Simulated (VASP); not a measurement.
Input of a VASP 6.6.1 run:

INCAR

```
SYSTEM = SbP5
PREC = Accurate ; ENCUT = 520
EDIFF = 1E-6 ; ISMEAR = 0
SIGMA = 0.1 ; LREAL = .FALSE.
LASPH = .TRUE. ; NELM = 100
ALGO = Normal ; ISIF = 2
LWAVE = .FALSE. ; LCHARG = .FALSE.
GGA = PE ; NBANDS = 24
```

File KPOINTS:

```
Automatic mesh
0
G
  4 4 4
  0 0 0
```

POSCAR

```
SbP5
1.0
    2.2683092142     -3.7091398454      0.0000000000
    2.2683092142      3.7091398454      0.0000000000
    0.0000000000      0.0000000000      6.8192730216
Sb P
1 5
Direct
    0.0000000000      0.0000000000      0.5000000000
    0.0000000000      0.0000000000      0.0000000000
    0.0000000000      0.5000000000      0.2179787601
    0.5000000000      0.0000000000      0.7820212399
    0.0000000000      0.5000000000      0.7820212399
    0.5000000000      0.0000000000      0.2179787601
```

Potentials or basis: VASP PAW PBE potentials, release 64 (Sb, P).

Run with:

```bash
$ cat potpaw_PBE.64/Sb/POTCAR potpaw_PBE.64/P/POTCAR > POTCAR
$ mpirun -np 1 vasp_std > vasp.out
```

Predict the pressure.

-0.1 GPa.

What does it give for the band gap on the k mesh?

Zero (bands 15 and 16 overlap by 2.21 eV).

Stress tensor (GPa, compression positive):
```
-0.51  0.00  0.00
 0.00  0.19  0.00
 0.00  0.00  0.00
```

Caveat: the k points lie up to 0.41 Å⁻¹ apart, too coarse for converged energies and pressures of a metal; spin-orbit coupling is left out, which moves the levels of the heavy elements.
